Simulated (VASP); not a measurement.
Here is a VASP 6.6.1 calculation.

The input INCAR:

```
SYSTEM = Pd
  ALGO = Normal
  EDIFF = 1E-6
  ENCUT = 520
  GGA = CA
  ISIF = 2
  ISMEAR = -1
  LASPH = .True.
  LCHARG = .False.
  LREAL = .False.
  LWAVE = .False.
  NBANDS = 28
  NELM = 80
  PREC = Accurate
  SIGMA = 0.1
```

The input KPOINTS:

```
k-points
0
Gamma
  15 15 4
  0 0 0
```

The input POSCAR:

```
Pd
1.0
    2.5963681415      0.0000000000      0.0000000000
   -1.2981840708      2.2485207682      0.0000000000
    0.0000000000      0.0000000000      8.5617451529
Pd
4
Direct
    1.0000000000      1.0000000000      0.0000000000
    1.0000000000      0.0000000000      0.5000000000
    0.3333333333      0.6666666667      0.2500000000
    0.6666666667      0.3333333333      0.7500000000
```

Potentials or basis: VASP PAW LDA potentials, release 64 (Pd).

The run is started by

```console
$ cat potpaw_LDA.64/Pd/POTCAR > POTCAR
$ mpirun -np 1 vasp_std > vasp.out
```

Task: Estimate the pressure.

Result: 40.7 GPa.

Task: Predict the band gap on the k mesh.

Result: Zero (band 20 reaches 13.06 eV, above the bottom of band 21 at 11.81 eV).

Stress tensor (GPa, compression positive):
```
40.82  0.00  0.00
 0.00 40.82  0.00
 0.00  0.00 40.33
```
